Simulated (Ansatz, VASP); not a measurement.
# As in VASP and in Ansatz

```
CELL_PARAMETERS angstrom
1.87975 1.08527 3.59034
-1.87975 1.08527 3.59034
0.00000 -2.17055 3.59034
ATOMIC_POSITIONS crystal
As 0.22754 0.22754 0.22754
As 0.77246 0.77246 0.77246
```

Change from the starting cell: strain +0.000 along x and y, +0.030 along z, atoms carried along.

Alike in both runs: task single point; functional PBEsol; k mesh 18 × 18 × 18; occupations gaussian, width 0.15 eV; no spin polarisation.

|  | VASP | Ansatz |
| --- | --- | --- |
| version | VASP 6.6.1 | Ansatz 0.2.0 |
| potentials or method | VASP PAW PBE potentials, release 64 (As), cutoff 520 eV | scalar-relativistic, plane waves, PAW |
| valence electrons in the cell | 10 | 30 |

Ansatz gave:

```
gap on the k mesh at the Fermi level (eV)                     : none
pressure (GPa)                                                : -1.6
traceless stress, the component that is largest in VASP (GPa) : -0.99
rms of the force components (eV/Å)                            : 0.068
```

Question: What did VASP give for the same quantities?

Answer: gap on the k mesh at the Fermi level (eV): none; pressure (GPa): -1.2; traceless stress, the component that is largest in VASP (GPa): -1.07; rms of the force components (eV/Å): 0.033.

VASP's potentials were made for PBE, not for PBEsol. Atom by atom the forces differ by 0.035 eV/Å (rms over components). A gap of «none» marks a metal or a gap that the smearing closes. VASP's potentials hold 10 valence electrons a cell and Ansatz's 30, so a difference there can come from the potentials and not from the codes.
